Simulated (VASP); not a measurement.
# NdTl2P3 (P6/mmm) in VASP: a series of runs, part 2 of 2

VASP 6.6.1.

## 3. Single point, PBE

This run uses another cell than the first one, of 41.61 Å³/atom.

Contents of INCAR:

```
SYSTEM = NdTl2P3
PREC = Accurate
ENCUT = 500
EDIFF = 1E-6
ISMEAR = 0
SIGMA = 0.2
LREAL = .False.
LASPH = .True.
NELM = 200
ALGO = Normal
ISIF = 2
LWAVE = .False.
LCHARG = .False.
GGA = PE
NBANDS = 35
GGA_COMPAT = .False.
LMAXMIX = 6
```

Contents of KPOINTS:

```
regular mesh
0
Gamma
  4 4 2
  0 0 0
```

Contents of POSCAR:

```
NdTl2P3
1.0
    5.5459595176      0.0000000000      0.0000000000
   -2.7729797588      4.8029418306      0.0000000000
    0.0000000000      0.0000000000      9.3736889883
Nd Tl P
1 2 3
Direct
    0.0000000000      0.0000000000      0.5000000000
    0.0000000000      0.0000000000      0.8317377790
    0.0000000000      0.0000000000      0.1682622210
    0.4999851246      0.0000000000      0.5000000000
    0.0000000000      0.4999851246      0.5000000000
    0.5000148754      0.5000148754      0.5000000000
```

Potentials or basis: VASP PAW PBE potentials, release 64 (Nd_3, Tl_d, P), 4f in core.

On the command line:

```sh
cat potpaw_PBE.64/Nd_3/POTCAR potpaw_PBE.64/Tl_d/POTCAR potpaw_PBE.64/P/POTCAR > POTCAR
mpirun -np 1 vasp_std > vasp.out
```

OUTCAR:

```text
SYSTEM = NdTl2P3
   PREC = Accurate
   ENCUT = 500
   EDIFF = 1E-6
   ISMEAR = 0
   LREAL = .False.
   LASPH = .True.
   NELM = 200
   ISIF = 2
   GGA = PE

 ion  position               nearest neighbor table
   1  0.000  0.000  0.500-   5 2.77   6 2.77   4 2.77   6 2.77   5 2.77   4 2.77   3 3.11   2 3.11

   2  0.000  0.000  0.832-   1 3.11   3 3.15
   3  0.000  0.000  0.168-   1 3.11   2 3.15
   4  0.500  0.000  0.500-   1 2.77   6 2.77   5 2.77   6 2.77   5 2.77   1 2.77
   5  0.000  0.500  0.500-   1 2.77   4 2.77   4 2.77   6 2.77   6 2.77   1 2.77
   6  0.500  0.500  0.500-   1 2.77   4 2.77   4 2.77   5 2.77   5 2.77   1 2.77
[... 492 lines left out ...]
  -------------------------------------------------------------------------------------
  Total       -0.1852932     -0.1852932     -0.1270623      0.0000000     -0.0000000      0.0000000
  in kB       -1.1889826     -1.1889826     -0.8153287      0.0000000     -0.0000000      0.0000000
  external PRESSURE =      -1.0644313 kB  Pullay stress =       0.0000000 kB

 VOLUME and BASIS-vectors are now :
 -----------------------------------------------------------------------------
  energy-cutoff  :      500.00
  volume of cell :      249.69
      direct lattice vectors                 reciprocal lattice vectors
     5.545959518  0.000000000  0.000000000     0.180311450  0.104102864  0.000000000
    -2.772979759  4.802941831  0.000000000     0.000000000  0.208205728  0.000000000
     0.000000000  0.000000000  9.373688988     0.000000000  0.000000000  0.106681585

 POSITION                                       TOTAL-FORCE (eV/Angst)
 -----------------------------------------------------------------------------------
      0.00000      0.00000      4.68684        -0.000000     -0.000000      0.000000
      0.00000      0.00000      7.79645        -0.000000     -0.000000     -0.015943
      0.00000      0.00000      1.57724        -0.000000     -0.000000      0.015943
      2.77290      0.00000      4.68684         0.000870     -0.000000     -0.000000
     -1.38645      2.40140      4.68684        -0.000435      0.000754     -0.000000
      1.38653      2.40154      4.68684        -0.000435     -0.000754      0.000000
 -----------------------------------------------------------------------------------
    total drift:                               -0.000000     -0.000000     -0.000000

  FREE ENERGIE OF THE ION-ELECTRON SYSTEM (eV)
  ---------------------------------------------------
  free  energy   TOTEN  =       -23.6322809481 eV

  energy  without entropy=      -23.5530835696  energy(sigma->0) =      -23.59268226
```

OSZICAR:

```text
N       E                     dE             d eps       ncg     rms          rms(c)
DAV:   1     0.307488957044E+03    0.30749E+03   -0.22971E+04   560   0.123E+03
DAV:   2    -0.579763387150E+01   -0.31329E+03   -0.30228E+03   665   0.272E+02
DAV:   3    -0.264100072490E+02   -0.20612E+02   -0.20237E+02   810   0.575E+01
DAV:   4    -0.273526175056E+02   -0.94261E+00   -0.93724E+00   896   0.960E+00
DAV:   5    -0.273664302661E+02   -0.13813E-01   -0.13797E-01   773   0.119E+00    0.968E+00
DAV:   6    -0.241237455713E+02    0.32427E+01   -0.12597E+01   660   0.734E+00    0.542E+00
DAV:   7    -0.236576849803E+02    0.46606E+00   -0.20483E+00   641   0.394E+00    0.240E+00
DAV:   8    -0.236440177686E+02    0.13667E-01   -0.27536E-01   663   0.190E+00    0.106E+00
DAV:   9    -0.236287725029E+02    0.15245E-01   -0.96591E-02   703   0.805E-01    0.426E-01
DAV:  10    -0.236301810321E+02   -0.14085E-02   -0.25802E-02   659   0.460E-01    0.205E-01
DAV:  11    -0.236308392662E+02   -0.65823E-03   -0.43363E-03   693   0.210E-01    0.779E-02
DAV:  12    -0.236320564904E+02   -0.12172E-02   -0.21456E-03   625   0.140E-01    0.390E-02
DAV:  13    -0.236322288147E+02   -0.17232E-03   -0.38454E-04   608   0.559E-02    0.158E-02
DAV:  14    -0.236322739711E+02   -0.45156E-04   -0.67869E-05   635   0.204E-02    0.572E-03
DAV:  15    -0.236322804743E+02   -0.65033E-05   -0.12662E-05   533   0.868E-03    0.274E-03
DAV:  16    -0.236322809481E+02   -0.47375E-06   -0.13707E-06   464   0.384E-03
   1 F= -.23632281E+02 E0= -.23592682E+02  d E =-.791974E-01
```

Wall time 40 s (1 thread of Intel Xeon 6975P-C (Granite Rapids), shared host); peak memory 0.35 GiB.

What came out:

```yaml
Free_energy: -23.6323 eV
Pressure: -0.1 GPa
Largest_force: 0.016 eV/Å
Band_gap_on_the_k_mesh: zero (bands 26 and 27 overlap by 0.86 eV)
```

Forces in eV/Å, atoms in the order of the input:
```
Nd   0.000  0.000  0.000
Tl   0.000  0.000 -0.016
Tl   0.000  0.000  0.016
P    0.001  0.000  0.000
P    0.000  0.001  0.000
P    0.000 -0.001  0.000
```

Levels at points of the mesh, in eV from the Fermi level:
| k point | band 22 | band 23 | band 24 | band 25 | band 26 | band 27 | band 28 | band 29 | band 30 | band 31 |
| --- | --- | --- | --- | --- | --- | --- | --- | --- | --- | --- |
| (0.00, 0.00, 0.00) | -2.09 | -2.09 | -0.95 | 0.43 | 0.43 | 1.00 | 1.00 | 1.53 | 1.53 | 2.77 |
| (0.50, 0.00, 0.00) | -2.43 | -1.00 | -0.76 | -0.62 | -0.54 | -0.27 | -0.07 | -0.01 | 1.15 | 2.11 |
| (0.00, 0.00, 0.50) | -2.08 | -2.08 | 0.42 | 0.42 | 0.58 | 0.58 | 0.87 | 2.07 | 2.77 | 2.91 |
| (0.50, 0.00, 0.50) | -2.43 | -1.24 | -0.74 | -0.55 | -0.10 | 0.02 | 0.32 | 0.85 | 1.21 | 1.57 |

Caveat: spin-orbit coupling is left out, which moves the levels of the heavy elements; the 4f electrons are frozen in the core, so they carry no moment and show no levels. Spin polarisation is off, so any magnetic state and its effect on volume and gap are missing.
